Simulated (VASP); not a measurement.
Write the native input for VASP 6.6.1 that does the following.

```yaml
Task: electric field gradients
Functional: LDA
Potentials_or_basis: VASP PAW LDA potentials, release 64 (Li_sv, H)
Cutoff: 520 eV
k_mesh: 11 × 11 × 11
Occupations: fermi-dirac, width 0.03 eV
Spin: no spin polarisation
Dipole_correction: no
Further_INCAR_settings: ALGO = Normal; EDIFF = 1e-08; NBANDS = 9
```

The structure of LiH lies in POSCAR:

```
LiH
1.0
   -0.0406500000      2.0121750000      2.0121750000
    2.0121750000     -0.0406500000      2.0121750000
    2.0121750000      2.0121750000     -0.0406500000
Li H
1 1
Direct
    0.0000000000      0.0000000000      0.0000000000
    0.5000000000      0.5000000000      0.5000000000
```

This cell differs from its parent crystal: equal xy, yz and zx shear strains of -2 %.

These files were run (other wordings do the same):

INCAR

```
PREC = Accurate ; ENCUT = 520
EDIFF = 1E-8 ; ISMEAR = -1
SIGMA = 0.03 ; LREAL = F
LASPH = T ; NELM = 100
ALGO = Normal ; ISIF = 2
LWAVE = F ; LCHARG = F
LEFG = T ; NBANDS = 9
```

KPOINTS

```
Automatic mesh
0
Gamma
  11 11 11
```

Potentials or basis: VASP PAW LDA potentials, release 64 (Li_sv, H).

Launch:

```sh
$ cat potpaw_LDA.64/Li_sv/POTCAR potpaw_LDA.64/H/POTCAR > POTCAR
$ mpirun -np 1 vasp_std > vasp.out
```

Results of the run:

The band gap on the k mesh is 2.82 eV, indirect (least direct gap 2.83 eV).

Caveat: the cell differs from its parent crystal (equal xy, yz and zx shear strains of -2 %); without QUAD_EFG the Cq values of the log hold for a quadrupole moment of 1 mb, not for the nuclei.

It took 7.1 s on 1 thread of Intel(R) Xeon(R) 6975P-C (Granite Rapids), on a shared host, peak memory 0.13 GiB.
